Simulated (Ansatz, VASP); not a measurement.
**Ga in VASP and in Ansatz**

```
Ga
1.0
    -1.38996    1.38996    2.22900
     1.38996   -1.38996    2.22900
     1.38996    1.38996   -2.22900
Ga
1
Direct
  0.00000 0.00000 0.00000
```

Alike in both runs: task single point; functional PBEsol; k mesh 17 × 17 × 17; occupations fermi-dirac, width 0.1 eV; no spin polarisation.

```csv
,VASP,Ansatz
version,VASP 6.6.1,Ansatz 0.2.0
potentials or method,"VASP PAW PBE potentials, release 64 (Ga_d), cutoff 520 eV","plane waves, PAW"
valence electrons in the cell,13,13
```

Ansatz gave:

- pressure (GPa): 1.8
- traceless stress, the component that is largest in VASP (GPa): -0.23

Estimate VASP's values.

pressure (GPa): 1.9; traceless stress, the component that is largest in VASP (GPa): -0.23.

VASP's potentials were made for PBE, not for PBEsol. Ansatz's warnings: stress scf threshold loose.
